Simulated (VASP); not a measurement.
Crystal: BN.

```
N B
1.0
     1.25941    0.72712    3.39527
    -1.25941    0.72712    3.39527
     0.00000   -1.45424    3.39527
N B
1 1
Direct
  0.66724 0.66724 0.66724
  0.00033 0.00033 0.00033
```

This cell differs from its parent crystal: volume scaled by 1.02.

Base run:

```yaml
Program: VASP 6.6.1
Functional: PBE
Potentials_or_basis: VASP PAW PBE potentials, release 64 (N, B)
Cutoff: 520 eV
k_mesh: 12 × 12 × 12
Occupations: fermi-dirac, width 0.05 eV
Spin: no spin polarisation
```

Its results: band gap on the k mesh 4.26 eV, indirect (least direct gap 4.65 eV); pressure -1.1 GPa; largest force 0.004 eV/Å.

Question: The run is repeated on the same cell with these changes: functional from PBE to PBEsol; further incar settings from ALGO = Normal; EDIFF = 1e-06; NBANDS = 11 to ALGO = Normal; EDIFF = 1e-07; NBANDS = 11. What comes out?

Answer: Band gap on the k mesh 4.16 eV, indirect (least direct gap 4.59 eV); pressure -3.6 GPa; largest force 0.004 eV/Å.

Caveats: the PAW data sets were made with another functional, which shifts forces and pressure a little (some runs).

A k mesh can miss the band edges.
